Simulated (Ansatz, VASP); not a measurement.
**One calculation of ZnO, two programs**

The input INCAR:

```
PREC = Accurate
ENCUT = 520
EDIFF = 1E-6
ISMEAR = -1
SIGMA = 0.1
LREAL = False
LASPH = True
NELM = 80
ALGO = Normal
ISIF = 2
LWAVE = False
LCHARG = False
GGA = PE
NBANDS = 26
```

File KPOINTS:

```
regular mesh
0
Gamma
  13 13 7
```

The input POSCAR:

```
ZnO
1.0
    2.5588000372      0.0000000000      0.0000000000
   -1.2794000186      2.2159858355      0.0000000000
    0.0000000000      0.0000000000      5.4649541978
Zn O
2 2
Direct
    0.3333333333      0.6666666667      0.0327533892
    0.6666666667      0.3333333333      0.5327533892
    0.3333333333      0.6666666667      0.3432466108
    0.6666666667      0.3333333333      0.8432466108
```

Input for Ansatz:

```yaml
crystal:
  lattice:
    - [2.5588000372, 0.0, 0.0]
    - [-1.2794000186, 2.2159858355, 0.0]
    - [0.0, 0.0, 5.4649541978]
  atoms:
    - { symbol: Zn, position: [0.3333333333, 0.6666666667, 0.0327533892] }
    - { symbol: Zn, position: [0.6666666667, 0.3333333333, 0.5327533892] }
    - { symbol: O, position: [0.3333333333, 0.6666666667, 0.3432466108] }
    - { symbol: O, position: [0.6666666667, 0.3333333333, 0.8432466108] }
kpoints:
  mp_grid: { grid: [13, 13, 7] }
scf:
  occupations: { method: fermi_dirac, width: 0.1 }
hamiltonian:
  xc: pbe
  pseudopotentials: { kind: all_electron, lapw: { basis_error: 0.0005 } }
output:
  forces: true
  stress: true
  eigenvalues: true
  populations: true
```

Alike in both runs: task single point; functional PBE; k mesh 13 × 13 × 7; occupations fermi-dirac, width 0.1 eV; no spin polarisation.

|  | VASP | Ansatz |
| --- | --- | --- |
| version | VASP 6.6.1 | Ansatz 0.2.0 |
| potentials or method | VASP PAW PBE potentials, release 64 (Zn, O), cutoff 520 eV | all-electron LAPW, scalar-relativistic |

|  | VASP | Ansatz | Ansatz less VASP |
| --- | --- | --- | --- |
| rms of the force components (eV/Å) | 0.053 | 0.016 | -0.0371 |

Atom by atom the forces differ by 0.069 eV/Å (rms over components). Ansatz ran all-electron here, and VASP with PAW potentials.
